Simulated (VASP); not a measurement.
# As in VASP: a series of runs

As is run at these levels: PBE+D3(BJ); tasks: single point.

Program: VASP 6.6.1. These are calculated values, not measurements. Logs are shortened: lines on timing, memory, paths and dates and some standing lists are left out, and cuts for length are marked.

## 1. The cell of the first run

The cell holds a slab with vacuum, 2 atoms: a = 3.521 Å, b = 3.521 Å, c = 28.574 Å, α = 90.00°, β = 90.00°, γ = 120.00°.

## 2. Single point, PBE+D3(BJ)

Contents of INCAR:

```
SYSTEM = As
PREC = Accurate
ENCUT = 520
EDIFF = 1E-7
ISMEAR = 0
SIGMA = 0.02
LREAL = .False.
LASPH = .True.
NELM = 100
ALGO = Normal
ISIF = 2
LWAVE = .False.
LCHARG = .True.
LDIPOL = .True.
IDIPOL = 3
DIPOL = 0.5 0.5 0.500
GGA = PE
IVDW = 12
LELF = .True.
LVHAR = .True.
LVACPOTAV = .True.
NBANDS = 12
```

Contents of KPOINTS:

```
regular mesh
0
Gamma
  9 9 1
  0 0 0
```

Contents of POSCAR:

```
As
1.0
    3.5210000000      0.0000000000      0.0000000000
   -1.7605000000      3.0492754467      0.0000000000
    0.0000000000      0.0000000000     28.5742413766
As
2
Direct
    0.3333333333      0.6666666667      0.4633236107
    0.6666666667      0.3333333333      0.5366763893
```

Potentials or basis: VASP PAW PBE potentials, release 64 (As).

Launch:

```console
$ cat potpaw_PBE.64/As/POTCAR > POTCAR
$ mpirun -np 1 vasp_std > vasp.out
```

OUTCAR:

```text
SYSTEM = As
   PREC = Accurate
   ENCUT = 520
   EDIFF = 1E-7
   ISMEAR = 0
   LREAL = .False.
   LASPH = .True.
   NELM = 100
   ISIF = 2
   GGA = PE
   IVDW = 12
 IVDW          = 12

 ion  position               nearest neighbor table
   1  0.333  0.667  0.463-   2 2.92   2 2.92   2 2.92
   2  0.667  0.333  0.537-   1 2.92   1 2.92   1 2.92

  LATTYP: Found a hexagonal cell.
 ALAT       =     3.5210000000
 C/A-ratio  =     8.1153767045

  Lattice vectors:

 A1 = (   3.5210000000,   0.0000000000,   0.0000000000)
 A2 = (  -1.7605000000,   3.0492754467,   0.0000000000)
 A3 = (   0.0000000000,   0.0000000000,  28.5742413766)

Analysis of symmetry for initial positions (statically):
=====================================================================
 Subroutine PRICEL returns:
 Original cell was already a primitive cell.

 Routine SETGRP: Setting up the symmetry group for a
 hexagonal supercell.

 Subroutine GETGRP returns: Found 12 space group operations
 (whereof 12 operations were pure point group operations)
 out of a pool of 24 trial point group operations.

The static configuration has the point symmetry D_3d.

Analysis of symmetry for dynamics (positions and initial velocities):
=====================================================================
 Subroutine PRICEL returns:
 Original cell was already a primitive cell.

 Routine SETGRP: Setting up the symmetry group for a
 hexagonal supercell.

 Subroutine GETGRP returns: Found 12 space group operations
 (whereof 12 operations were pure point group operations)
 out of a pool of 24 trial point group operations.

The dynamic configuration has the point symmetry D_3d.

 Subroutine INISYM returns: Found 12 space group operations
 (whereof 12 operations are pure point group operations),
 and found     1 'primitive' translations

----------------------------------------------------------------------------------------

                                     Primitive cell

  volume of cell :     306.7873

  direct lattice vectors                    reciprocal lattice vectors
     3.521000000  0.000000000  0.000000000     0.284010224  0.163973379  0.000000000
    -1.760500000  3.049275447  0.000000000     0.000000000  0.327946759  0.000000000
     0.000000000  0.000000000 28.574241377     0.000000000  0.000000000  0.034996555

  length of vectors
     3.521000000  3.521000000 28.574241377     0.327946759  0.327946759  0.034996555

  position of ions in fractional coordinates (direct lattice)
     0.333333333  0.666666667  0.463323611
     0.666666667  0.333333333  0.536676389

  ion indices of the primitive-cell ions
   primitive index   ion index
                 1           1
                 2           2

----------------------------------------------------------------------------------------

 KPOINTS: regular mesh

Automatic generation of k-mesh.
 Grid dimensions read from file:
 generate k-points for:    9    9    1

 Generating k-lattice:

  Cartesian coordinates                     Fractional coordinates (reciprocal lattice)
     0.031556692  0.018219264  0.000000000     0.111111111  0.000000000  0.000000000
     0.000000000  0.036438529  0.000000000     0.000000000  0.111111111  0.000000000
     0.000000000  0.000000000  0.034996555     0.000000000  0.000000000  1.000000000

  Length of vectors
     0.036438529  0.036438529  0.034996555

  Shift w.r.t. Gamma in fractional coordinates (k-lattice)
     0.000000000  0.000000000  0.000000000

 Subroutine IBZKPT returns following result:
 ===========================================

 Found     12 irreducible k-points:

 Following reciprocal coordinates:
            Coordinates               Weight
  0.000000  0.000000  0.000000      1.000000
  0.111111  0.000000  0.000000      6.000000
  0.222222  0.000000  0.000000      6.000000
  0.333333 -0.000000  0.000000      6.000000
  0.444444  0.000000  0.000000      6.000000
  0.111111  0.111111  0.000000      6.000000
  0.222222  0.111111  0.000000     12.000000
  0.333333  0.111111  0.000000     12.000000
  0.444444  0.111111  0.000000      6.000000
  0.222222  0.222222  0.000000      6.000000
  0.333333  0.222222  0.000000     12.000000
  0.333333  0.333333  0.000000      2.000000
   k-points           NKPTS =     12   k-points in BZ     NKDIM =     12   number of bands    NBANDS=     12
   number of dos      NEDOS =    301   number of ions     NIONS =      2
   total plane-waves  NPLWV = 169344
   dimension x,y,z NGX =    28 NGY =   28 NGZ =  216
   dimension x,y,z NGXF=    56 NGYF=   56 NGZF=  432
   ions per type =               2
   NGX,Y,Z   is equivalent  to a cutoff of  13.22, 13.22, 12.57 a.u.
   NGXF,Y,Z  is equivalent  to a cutoff of  26.44, 26.44, 25.13 a.u.
 SYSTEM =  As
   PREC   = accura    normal or accurate (medium, high low for compatibility)
   ISTART =      0    job   : 0-new  1-cont  2-samecut
   ICHARG =      2    charge: 1-file 2-atom 10-const
   ISPIN  =      1    spin polarized calculation?
   LNONCOLLINEAR =      F non collinear calculations
   LSORBIT =      F    spin-orbit coupling
   LASPH  =      T    aspherical Exc in radial PAW
   ENCUT  =  520.0 eV  38.22 Ry    6.18 a.u.   6.55  6.55 53.13*2*pi/ulx,y,z
   NELM   =    100;   NELMIN=  2; NELMDL= -5     # of ELM steps
   EDIFF  = 0.1E-06   stopping-criterion for ELM
   LREAL  =      F    real-space projection
   EDIFFG = 0.1E-05   stopping-criterion for IOM
   NSW    =      0    number of steps for IOM
   IBRION =     -1    ionic relax: 0-MD 1-quasi-New 2-CG
   NFREE  =      0    steps in history (QN), initial steepest desc. (CG)
   ISIF   =      2    stress and relaxation
   ISYM   =      2    0-nonsym 1-usesym 2-fastsym
   POTIM  = 0.5000    time-step for ionic-motion
   TEBEG  =    0.0;   TEEND  =   0.0 temperature during run
   PSTRESS=    0.0 pullay stress
   NELECT =      10.0000    total number of electrons
   NUPDOWN=      -1.0000    fix difference up-down
   EMIN   =  10.00;   EMAX   =-10.00  energy-range for DOS
   EFERMI =   0.00;   METHOD = LEGACY
   ISMEAR =     0;   SIGMA  =   0.02  broadening in eV -4-tet -1-fermi 0-gaus
   EFERMI_NEDOS =   21; number of points for ismear=-14 and -15
   IALGO  =     38    algorithm
   IMIX   =      4    mixing-type and parameters
     AMIX     =   0.40;   BMIX     =  1.00
     AMIX_MAG =   1.60;   BMIX_MAG =  1.00
  volume/ion in A,a.u.               =     153.39      1035.15
  Fermi-wavevector in a.u.,A,eV,Ry     =   0.522953  0.988237  3.720914  0.273479
  Thomas-Fermi vector in A             =   1.542003
   LORBIT       =      0    0 simple, 1 ext, 2 COOP (PROOUT), +10 PAW based schemes
   GGA     = PE    functional components
   LHFCALC =     F    Hartree Fock is set to
   AEXX    =    0.0000 exact exchange contribution
   IVDW    =    12    specifies the selected vdW correction
   LEPSILON=     F    determine dielectric tensor
   LRPA    =     F    only Hartree local field effects (RPA)
 non-spin polarized calculation
 Gauss-broadening in eV      SIGMA  =   0.02
  energy-cutoff  :      520.00
  volume of cell :      306.79
 maximum number of plane-waves:      8399
 NGX is ok and might be reduce to    28
   NGX = 13   NGY = 13   NGZ =107

 number of electron      10.0000000 magnetization

 dipolmoment           0.000000      0.000000     -0.000000 electrons x Angstroem

 Free energy of the ion-electron system (eV)
  ---------------------------------------------------
  ext. energy  EPLUGINS =         0.00000000
  ---------------------------------------------------
  free energy    TOTEN  =        -7.61711074 eV

  energy without entropy =       -7.61500360  energy(sigma->0) =       -7.61605717

 E-fermi :  -2.9152     XC(G=0):  -2.0995

 val. band max:       -2.9176932849   @ k =   0.3333   0.2222   0.0000
 cond. band min:      -2.8190396760   @ k =   0.4444   0.0000   0.0000
 fundamental gap:      0.0986536089
 Fermi energy:        -2.9152466832

 k-point     1 :       0.0000    0.0000    0.0000
  band No.  band energies     occupation
      1     -15.5183      2.00000
      2     -12.6162      2.00000
      3      -5.7041      2.00000
      4      -1.6196      0.00000
      5      -1.5688      0.00000
      6      -1.5688      0.00000
      7      -0.0629      0.00000
      8      -0.0629      0.00000
      9       0.9110      0.00000
     10       1.1708      0.00000
     11       1.3654      0.00000
     12       1.7838      0.00000

 k-point     2 :       0.1111    0.0000    0.0000
  band No.  band energies     occupation
      1     -15.3627      2.00000
      2     -12.5203      2.00000
      3      -5.5749      2.00000
      4      -3.0094      2.00000
      5      -1.9046      0.00000
      6      -1.1284      0.00000
      7      -0.7042      0.00000
      8      -0.0466      0.00000
      9       1.1326      0.00000
     10       1.3801      0.00000
     11       1.5722      0.00000
     12       1.9902      0.00000

 k-point     3 :       0.2222    0.0000    0.0000
  band No.  band energies     occupation
      1     -14.9106      2.00000
      2     -12.2833      2.00000
      3      -5.2615      2.00000
      4      -4.8004      2.00000
      5      -2.5297      0.00000
      6      -2.2901      0.00000
      7      -0.6724      0.00000
      8      -0.1910      0.00000
      9       1.7111      0.00000
     10       1.8190      0.00000
     11       2.1627      0.00000
     12       2.4262      0.00000
[... 106 lines left out ...]
 k-point    11 :       0.3333    0.2222    0.0000
  band No.  band energies     occupation
      1     -13.1500      2.00000
      2     -12.2431      2.00000
      3      -6.4771      2.00000
      4      -5.7659      2.00000
      5      -5.1539      2.00000
      6      -2.9177      1.13735
      7      -1.8363      0.00000
      8      -0.9370      0.00000
      9       3.6702      0.00000
     10       4.0998      0.00000
     11       4.9076      0.00000
     12       5.1967      0.00000

 k-point    12 :       0.3333    0.3333    0.0000
  band No.  band energies     occupation
      1     -12.6024      2.00000
      2     -12.6024      2.00000
      3      -6.3577      2.00000
      4      -5.7022      2.00000
      5      -5.7022      2.00000
      6      -3.4011      2.00000
      7      -1.3684      0.00000
      8      -1.3684      0.00000
      9       3.6869      0.00000
     10       5.1275      0.00000
     11       5.1275      0.00000
     12       5.6083      0.00000

------------------------ aborting loop because EDIFF is reached ----------------------------------------

 Edisp (eV)   -0.41374

 E8    (eV) :    -0.1873

  FORCE on cell =-STRESS in cart. coord.  units (eV):
  Direction    XX          YY          ZZ          XY          YZ          ZX
  --------------------------------------------------------------------------------------
  -------------------------------------------------------------------------------------
  Total      -2.71500    -2.71500    -6.48803    -0.00000     0.00000     0.00000
  in kB     -14.17890   -14.17890   -33.88331    -0.00000     0.00000     0.00000
  external pressure =      -20.75 kB  Pullay stress =        0.00 kB

 VOLUME and BASIS-vectors are now :
 -----------------------------------------------------------------------------
  energy-cutoff  :      520.00
  volume of cell :      306.79
      direct lattice vectors                 reciprocal lattice vectors
     3.521000000  0.000000000  0.000000000     0.284010224  0.163973379  0.000000000
    -1.760500000  3.049275447  0.000000000     0.000000000  0.327946759  0.000000000
     0.000000000  0.000000000 28.574241377     0.000000000  0.000000000  0.034996555

 POSITION                                       TOTAL-FORCE (eV/Angst)
 -----------------------------------------------------------------------------------
     -0.00000      2.03285     13.23912         0.000000     -0.000000      3.095570
      1.76050      1.01643     15.33512        -0.000000      0.000000     -3.095570
 -----------------------------------------------------------------------------------
    total drift:                               -0.000000     -0.000000      0.000000

  FREE ENERGIE OF THE ION-ELECTRON SYSTEM (eV)
  ---------------------------------------------------
  free  energy   TOTEN  =        -8.0308548345 eV

  energy  without entropy=       -8.0287476970  energy(sigma->0) =       -8.02980127

 vacuum level on the upper side and lower side of the slab         1.310         1.310
```

Run time: 2 min. Hardware: 1 thread of Intel Xeon 8259CL, shared host; peak memory 0.42 GiB.

What came out:

* Free energy: -8.0309 eV
* Largest force: 3.096 eV/Å
* Band gap on the k mesh: zero (band 5 reaches -1.57 eV, above the bottom of band 6 at -3.40 eV)
* Dispersion energy per atom: -0.207 eV

Forces in eV/Å, atoms in the order of the input:
```
As   0.000  0.000  3.096
As   0.000  0.000 -3.096
```

Levels at points of the mesh, in eV from the Fermi level:
```csv
k point,band 3,band 4,band 5,band 6,band 7,band 8
"(0.00, 0.00, 0.00)",-2.79,1.30,1.35,1.35,2.85,2.85
```

## 3. Single point, PBE+D3(BJ)

This run uses another cell than the first one, of 158.40 Å³/atom, 1.033 times its volume.

Contents of INCAR:

```
SYSTEM = As
PREC     = Accurate       ! precision mode
ENCUT    = 520            ! plane-wave cutoff, eV
EDIFF    = 1E-7           ! SCF threshold, eV
ISMEAR   = 0              ! smearing method
SIGMA    = 0.02           ! smearing width, eV
LREAL    = .False.        ! projectors in reciprocal space
LASPH    = .True.         ! aspherical terms in the spheres
NELM     = 60             ! most SCF steps
ALGO     = Normal         ! electronic algorithm
ISIF     = 2              ! what is computed and relaxed
LWAVE    = .False.        ! write WAVECAR
LCHARG   = .True.         ! write CHGCAR
LDIPOL   = .True.       
IDIPOL   = 3            
DIPOL    = 0.5 0.5 0.500
GGA      = PE             ! functional
IVDW     = 12             ! dispersion correction
LELF     = .True.         ! ELF
LVHAR    = .True.       
LVACPOTAV= .True.       
NBANDS   = 12             ! bands
```

KPOINTS is that of step 2.

Contents of POSCAR:

```
As
1.0
    3.5780000000      0.0000000000      0.0000000000
   -1.7890000000      3.0986388948      0.0000000000
    0.0000000000      0.0000000000     28.5742413766
As
2
Direct
    0.3333333333      0.6666666667      0.4895185319
    0.6666666667      0.3333333333      0.5104814681
```

Potentials or basis: VASP PAW PBE potentials, release 64 (As).

Launch:

```console
$ cat potpaw_PBE.64/As/POTCAR > POTCAR
$ mpirun -np 1 vasp_std > vasp.out
```

Run time: 2.8 min. Hardware: 1 thread of Intel Xeon 8259CL, shared host; peak memory 0.42 GiB.

The run converged. Its results:

```
Free energy                     : -6.4394 eV
Largest force                   : 5.231 eV/Å
Band gap on the k mesh          : zero (band 5 reaches -2.03 eV, above the bottom of band 6 at -3.51 eV)
Dispersion energy per atom      : -0.219 eV
Work function of the upper face : 3.96 eV
Work function of the lower face : 3.96 eV
```

Forces in eV/Å, atoms in the order of the input:
```
As   0.000  0.000 -5.231
As   0.000  0.000  5.231
```

Levels at points of the mesh, in eV from the Fermi level:
```csv
k point,band 1,band 2,band 3,band 4,band 5,band 6,band 7,band 8,band 9,band 10
"(0.00, 0.00, 0.00)",-17.20,-6.60,-4.06,-4.06,-1.48,0.77,1.57,1.57,3.58,3.93
```

(Part 1 of 2 ends here.)
